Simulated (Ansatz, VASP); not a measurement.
Mo in VASP and in Ansatz

```xyz
2
Lattice="2.8039 0.0000 0.0000 -1.4020 2.4283 0.0000 0.0000 0.0000 4.5788" Properties=species:S:1:pos:R:3 pbc="T T T"
Mo    0.0000    1.6188    1.1447
Mo    1.4020    0.8094    3.4341
```

Alike in both runs: task relaxation of cell and atoms; functional BLYP; k mesh 13 × 13 × 7; occupations fermi-dirac, width 0.1 eV; no spin polarisation.

```csv
,VASP,Ansatz
version,VASP 6.6.1,Ansatz 0.2.0
potentials or method,"VASP PAW PBE potentials, release 64 (Mo_sv), cutoff 600 eV","plane waves (420 eV) with PAW, scalar-relativistic"
valence electrons in the cell,28,28
```

Ansatz gave:

```
relaxed volume (Å³/atom)                                     : 16.78
relaxed cell length with the largest relative difference (Å) : 2.791
```

Estimate VASP's values.

relaxed volume (Å³/atom): 16.83; relaxed cell length with the largest relative difference (Å): 2.795.

VASP's potentials were made for PBE, not for BLYP.
